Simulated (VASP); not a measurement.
# SmNbS3: single point with PBE

SmNbS3:

```
Sm Nb S
1.0
     4.68818    0.00000    0.00000
     0.00000    4.68818    0.00000
     0.00000    0.00000    4.68818
Sm Nb S
1 1 3
Direct
  0.00000 0.00000 0.00000
  0.50000 0.50000 0.50000
  0.00000 0.50000 0.50000
  0.50000 0.00000 0.50000
  0.50000 0.50000 0.00000
```

The cell was built from a structure type or drawn by symmetry, and may not be a known phase.

```json
{"Program": "VASP 6.6.1", "Task": "single point", "Functional": "PBE", "Potentials or basis": "VASP PAW PBE potentials, release 64 (Sm_3, Nb_sv, S), 4f in core", "Cutoff": "500 eV", "k mesh": "4 × 4 × 4", "Occupations": "gaussian, width 0.1 eV", "Spin": "no spin polarisation", "Dipole correction": "no", "Mended": "yes", "Further INCAR settings": "ALGO = Normal; EDIFF = 1e-06; NBANDS = 29"}
```

```yaml
Pressure: 5.8 GPa
Band_gap_on_the_k_mesh: zero (bands 21 and 22 overlap by 2.65 eV)
```

Levels at points of the mesh, in eV from the Fermi level:
```csv
k point,band 17,band 18,band 19,band 20,band 21,band 22,band 23,band 24,band 25,band 26
"(0.00, 0.00, 0.00)",-2.92,-1.88,-1.88,-1.88,-1.69,-1.69,-1.69,-0.44,-0.44,0.75
"(0.50, 0.00, 0.00)",-4.62,-4.17,-2.20,-2.20,-1.55,0.73,1.17,1.29,1.42,1.42
"(0.50, 0.50, 0.00)",-3.78,-3.78,-3.51,-1.60,0.62,1.10,1.10,1.28,2.13,2.49
"(0.50, 0.50, 0.50)",-5.94,-1.29,-1.29,-1.29,0.70,1.04,1.04,1.04,1.72,1.72
```

Wall time 26 s on 1 thread of Intel(R) Xeon(R) Platinum 8488C (Sapphire Rapids) (shared host), peak memory 0.21 GiB.

Caveat: the cell stands under pressure; spin-orbit coupling is left out, which moves the levels of the heavy elements; the 4f electrons are frozen in the core, so they carry no moment and show no levels; the run has no spin polarisation, though such a crystal can be magnetic. With open d or f shells a metallic result of PBE can be an artefact of self-interaction; +U or a hybrid may open a gap.
